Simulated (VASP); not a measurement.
# BeS (F-43m) in VASP: further runs

The runs below take BeS through vibrations by perturbation theory, elastic constants, with PBE.

All numbers are computed with VASP 6.6.1; they aren't measurements. Logs are shortened: lines on timing, memory, paths and dates and some standing lists are left out, and cuts for length are marked.

### 1 The cell of the first run

Symmetry: F-43m, No. 216, cubic system. Conventional cell: a = 4.876 Å, b = 4.876 Å, c = 4.876 Å, α = 90.00°, β = 90.00°, γ = 90.00°. Be (site symmetry -43m) has 4 S at 2.11 Å within 2.8 Å. S (site symmetry -43m) has 4 Be at 2.11 Å within 2.8 Å.

### 2 Vibrations by perturbation theory, PBE

INCAR reads:

```
SYSTEM = BeS
PREC     = Accurate       ! precision mode
ENCUT    = 520            ! plane-wave cutoff, eV
EDIFF    = 1E-8           ! SCF threshold, eV
ISMEAR   = 0              ! smearing method
SIGMA    = 0.01           ! smearing width, eV
LREAL    = .FALSE.        ! projectors in reciprocal space
LASPH    = .TRUE.         ! aspherical terms in the spheres
NELM     = 60             ! most SCF steps
ALGO     = Normal         ! electronic algorithm
ISIF     = 2              ! what is computed and relaxed
LWAVE    = .FALSE.        ! write WAVECAR
LCHARG   = .FALSE.        ! write CHGCAR
GGA      = PE             ! functional
IBRION   = 8              ! ionic algorithm
NSW      = 1              ! ionic steps
LEPSILON = .TRUE.         ! dielectric tensor by DFPT
```

KPOINTS reads:

```
regular mesh
0
G
  8 8 8
  0 0 0
```

POSCAR reads:

```
BeS
1.0
    0.0000000000      2.4380644881      2.4380644881
    2.4380644881      0.0000000000      2.4380644881
    2.4380644881      2.4380644881      0.0000000000
Be S
1 1
Direct
    0.5000000000      0.5000000000      0.5000000000
    0.2500000000      0.2500000000      0.2500000000
```

Potentials or basis: VASP PAW PBE potentials, release 64 (Be, S).

Run with:

```sh
cat potpaw_PBE.64/Be/POTCAR potpaw_PBE.64/S/POTCAR > POTCAR
mpirun -np 1 vasp_std > vasp.out
```

OUTCAR:

```text
SYSTEM = BeS
   PREC = Accurate
   ENCUT = 520
   EDIFF = 1E-8
   ISMEAR = 0
   LREAL = .FALSE.
   LASPH = .TRUE.
   NELM = 60
   ISIF = 2
   GGA = PE
   IBRION = 8
   NSW = 1
   LEPSILON = .TRUE.

 ion  position               nearest neighbor table
   1  0.500  0.500  0.500-   2 2.11   2 2.11   2 2.11   2 2.11
   2  0.250  0.250  0.250-   1 2.11   1 2.11   1 2.11   1 2.11

  LATTYP: Found a face centered cubic cell.
 ALAT       =     4.8761289762

  Lattice vectors:

 A1 = (   0.0000000000,   2.4380644881,   2.4380644881)
 A2 = (   2.4380644881,   0.0000000000,   2.4380644881)
 A3 = (   2.4380644881,   2.4380644881,   0.0000000000)

Analysis of symmetry for initial positions (statically):
=====================================================================
 Subroutine PRICEL returns:
 Original cell was already a primitive cell.

 Routine SETGRP: Setting up the symmetry group for a
 face centered cubic supercell.

 Subroutine GETGRP returns: Found 24 space group operations
 (whereof 24 operations were pure point group operations)
 out of a pool of 48 trial point group operations.

The static configuration has the point symmetry T_d .

Analysis of symmetry for dynamics (positions and initial velocities):
=====================================================================
 Subroutine PRICEL returns:
 Original cell was already a primitive cell.

 Routine SETGRP: Setting up the symmetry group for a
 face centered cubic supercell.

 Subroutine GETGRP returns: Found 24 space group operations
 (whereof 24 operations were pure point group operations)
 out of a pool of 48 trial point group operations.

The dynamic configuration has the point symmetry T_d .

 Subroutine INISYM returns: Found 24 space group operations
 (whereof 24 operations are pure point group operations),
 and found     1 'primitive' translations

[... 497 lines left out ...]
     0.00000  3.82345  0.00697

 MACROSCOPIC STATIC DIELECTRIC TENSOR (including local field effects in DFT)
 ------------------------------------------------------
           5.284470    -0.000000     0.000000
           0.000000     5.284470     0.000000
          -0.000000    -0.000000     5.284470
 ------------------------------------------------------

 PIEZOELECTRIC TENSOR (including local field effects)  for field in x, y, z        (e  Angst)
          XX          YY          ZZ          XY          YZ          ZX
  --------------------------------------------------------------------------------
  x    -0.00000    -0.00000    -0.00000    -0.00000     1.17027    -0.00000
  y     0.00000     0.00000     0.00000     0.00000    -0.00000     1.17027
  z    -0.00000    -0.00000     0.00000     1.17027     0.00000     0.00000

 PIEZOELECTRIC TENSOR (including local field effects)  for field in x, y, z        (C/m^2)
          XX          YY          ZZ          XY          YZ          ZX
  --------------------------------------------------------------------------------
  x    -0.00000    -0.00000    -0.00000    -0.00000     0.64689    -0.00000
  y     0.00000     0.00000     0.00000     0.00000    -0.00000     0.64689
  z    -0.00000    -0.00000     0.00000     0.64689     0.00000     0.00000

 BORN EFFECTIVE CHARGES (including local field effects) (in |e|, cummulative output)
 ---------------------------------------------------------------------------------
 ion    1
    1     1.63139     0.00000     0.00000
    2     0.00000     1.63139     0.00000
    3     0.00000    -0.00000     1.63139
 ion    2
    1    -1.63139    -0.00000     0.00000
    2    -0.00000    -1.63139    -0.00000
    3    -0.00000     0.00000    -1.63139

 INTERNAL STRAIN TENSOR FOR ION    2 for displacements in x,y,z  (eV/Angst):
          X           Y           Z          XY          YZ          ZX
  --------------------------------------------------------------------------------
  x    -0.00000     0.00000     0.00000     0.00000     3.82345     0.00000
  y     0.00000    -0.00000     0.00000     0.00000     0.00000     3.82345
  z     0.00000     0.00000    -0.00000     3.82345     0.00000     0.00000

 SECOND DERIVATIVES (NOT SYMMETRIZED)
 ------------------------------------
               1X          1Y          1Z          2X          2Y          2Z
  1X    -8.034121    0.000000    0.000000    8.034121    0.000000    0.000000
  1Y     0.000000   -8.034121    0.000000    0.000000    8.034121    0.000000
  1Z     0.000000    0.000000   -8.034121    0.000000    0.000000    8.034121
  2X     8.031334    0.000000    0.000000   -8.031334    0.000000    0.000000
  2Y     0.000000    8.031334    0.000000    0.000000   -8.031334    0.000000
  2Z     0.000000    0.000000    8.031334    0.000000    0.000000   -8.031334

 Eigenvectors and eigenvalues of the dynamical matrix
 ----------------------------------------------------

   1 f  =   16.705375 THz   104.962970 2PiTHz  557.231346 cm-1    69.087851 meV
             X         Y         Z           dx          dy          dz
      2.438064  2.438064  2.438064     0.265821    0.842610    0.000000
      1.219032  1.219032  1.219032    -0.140905   -0.446646    0.000000
[... 21 lines left out ...]
   6 f/i=    0.001199 THz     0.007534 2PiTHz    0.039999 cm-1     0.004959 meV
             X         Y         Z           dx          dy          dz
      2.438064  2.438064  2.438064     0.461089    0.082087   -0.002431
      1.219032  1.219032  1.219032     0.869856    0.154860   -0.004586

--------------------------------------------------------------------------------------------------------

 MACROSCOPIC STATIC DIELECTRIC TENSOR IONIC CONTRIBUTION
 ------------------------------------------------------
           2.068497     0.000000     0.000000
           0.000000     2.068497    -0.000000
           0.000000    -0.000000     2.068497
 ------------------------------------------------------

 ELASTIC MODULI CONTR FROM IONIC RELAXATION (kBar)
 Direction    XX          YY          ZZ          XY          YZ          ZX
 --------------------------------------------------------------------------------
 XX          -0.0000     -0.0000      0.0000     -0.0000      0.0000      0.0000
 YY          -0.0000     -0.0000     -0.0000     -0.0000     -0.0000      0.0000
 ZZ           0.0000     -0.0000     -0.0000      0.0000     -0.0000      0.0000
 XY          -0.0000     -0.0000      0.0000   -102.2288      0.0000      0.0000
 YZ           0.0000     -0.0000     -0.0000      0.0000   -102.2288      0.0000
 ZX           0.0000      0.0000      0.0000      0.0000      0.0000   -102.2288
 --------------------------------------------------------------------------------

 PIEZOELECTRIC TENSOR IONIC CONTR  for field in x, y, z        (C/m^2)
          XX          YY          ZZ          XY          YZ          ZX
  --------------------------------------------------------------------------------
  x     0.00000    -0.00000    -0.00000     0.00000    -0.43270    -0.00000
  y     0.00000     0.00000     0.00000    -0.00000    -0.00000    -0.43270
  z    -0.00000    -0.00000     0.00000    -0.43270    -0.00000     0.00000
```

It took 3.1 min on 1 thread of Intel Xeon 6975P-C (Granite Rapids), shared host; peak memory 0.21 GiB.

What came out:

| Quantity | Value |
| --- | --- |
| Electronic dielectric tensor (diagonal) | 5.28 |
| Born charges (mean of the diagonal) | Be +1.63; S -1.63 e |
| Highest phonon frequency at Γ, LO-TO splitting left out | 557 cm⁻¹ |

Phonon frequencies in cm⁻¹ (negative: imaginary):
```csv
q point,frequencies
"(0.000, 0.000, 0.000)",0 0 0 557 557 557
```

Electronic dielectric tensor:
```
5.28 0.00 0.00
0.00 5.28 0.00
0.00 0.00 5.28
```

Born effective charge tensors (e):
atom 1, Be
```
1.63 0.00 0.00
0.00 1.63 0.00
0.00 0.00 1.63
```
atom 2, S
```
-1.63  0.00  0.00
 0.00 -1.63  0.00
 0.00  0.00 -1.63
```

### 3 Elastic constants, PBE

INCAR reads:

```
SYSTEM = BeS
PREC = Accurate ; ENCUT = 600
EDIFF = 1E-8 ; ISMEAR = 0
SIGMA = 0.01 ; LREAL = .FALSE.
LASPH = .TRUE. ; NELM = 60
ALGO = Normal ; ISIF = 3
LWAVE = .FALSE. ; LCHARG = .TRUE.
GGA = PE ; NBANDS = 11
IBRION = 6 ; NFREE = 2
POTIM = 0.015 ; NSW = 1
```

KPOINTS reads:

```
Automatic mesh
0
G
  8 8 8
  0 0 0
```

POSCAR is that of step 2.

Potentials or basis: VASP PAW PBE potentials, release 64 (Be, S).

Run with:

```sh
cat potpaw_PBE.64/Be/POTCAR potpaw_PBE.64/S/POTCAR > POTCAR
mpirun -np 1 vasp_std > vasp.out
```

OUTCAR:

```text
SYSTEM = BeS
   PREC = Accurate
   ENCUT = 600
   EDIFF = 1E-8
   ISMEAR = 0
   LREAL = .FALSE.
   LASPH = .TRUE.
   NELM = 60
   ISIF = 3
   GGA = PE
   IBRION = 6
   NFREE = 2
   POTIM = 0.015
   NSW = 1

 ion  position               nearest neighbor table
   1  0.500  0.500  0.500-   2 2.11   2 2.11   2 2.11   2 2.11
   2  0.250  0.250  0.250-   1 2.11   1 2.11   1 2.11   1 2.11
[... 785 lines left out ...]
             X         Y         Z           dx          dy          dz
      2.438064  2.438064  2.438064     0.883532   -0.000000    0.000000
      1.219032  1.219032  1.219032    -0.468371    0.000000    0.000000
[... 21 lines left out ...]
   6 f/i=    0.000712 THz     0.004471 2PiTHz    0.023738 cm-1     0.002943 meV
             X         Y         Z           dx          dy          dz
      2.438064  2.438064  2.438064     0.212803   -0.371128   -0.190657
      1.219032  1.219032  1.219032     0.401430   -0.700094   -0.359654

--------------------------------------------------------------------------------------------------------

 ELASTIC MODULI CONTR FROM IONIC RELAXATION (kBar)
 Direction    XX          YY          ZZ          XY          YZ          ZX
 --------------------------------------------------------------------------------
 XX          -0.0000      0.0000      0.0000     -0.0000      0.0000      0.0000
 YY           0.0000     -0.0000      0.0000     -0.0000     -0.0000     -0.0000
 ZZ           0.0000      0.0000     -0.0000     -0.0000     -0.0000      0.0000
 XY          -0.0000     -0.0000     -0.0000   -110.4370      0.0000      0.0000
 YZ           0.0000     -0.0000     -0.0000      0.0000   -110.4370      0.0000
 ZX           0.0000     -0.0000      0.0000      0.0000      0.0000   -110.4370
 --------------------------------------------------------------------------------

 TOTAL ELASTIC MODULI (kBar)
 Direction    XX          YY          ZZ          XY          YZ          ZX
 --------------------------------------------------------------------------------
 XX        1571.7988    608.3860    608.3860     -0.0000      0.0000      0.0000
 YY         608.3860   1571.7988    608.3860      0.0000     -0.0000     -0.0000
 ZZ         608.3860    608.3860   1571.7988      0.0000     -0.0000      0.0000
 XY          -0.0000      0.0000      0.0000    822.7201      0.0000      0.0000
 YZ           0.0000     -0.0000     -0.0000      0.0000    822.7201      0.0000
 ZX           0.0000     -0.0000      0.0000      0.0000      0.0000    822.7201
 --------------------------------------------------------------------------------
```

Run time: 6.5 min. Hardware: 1 thread of Intel Xeon 6975P-C (Granite Rapids), shared host; peak memory 0.23 GiB.

What came out:

```
Elastic constants C11, C12, C44                         : 157, 61, 82 GPa
Voigt bulk modulus                                      : 93 GPa
Highest phonon frequency at Γ, LO-TO splitting left out : 557 cm⁻¹
```

Phonon frequencies in cm⁻¹ (negative: imaginary):
| q point | frequencies |
| --- | --- |
| (0.000, 0.000, 0.000) | 0 0 0 557 557 557 |

Elastic tensor in Voigt notation (GPa, in the Cartesian axes of the cell as first typed):
```
157  61  61   0   0   0
 61 157  61   0   0   0
 61  61 157   0   0   0
  0   0   0  82   0   0
  0   0   0   0  82   0
  0   0   0   0   0  82
```

Clamped-ion elastic tensor (GPa):
```
157  61  61   0   0   0
 61 157  61   0   0   0
 61  61 157   0   0   0
  0   0   0  93   0   0
  0   0   0   0  93   0
  0   0   0   0   0  93
```
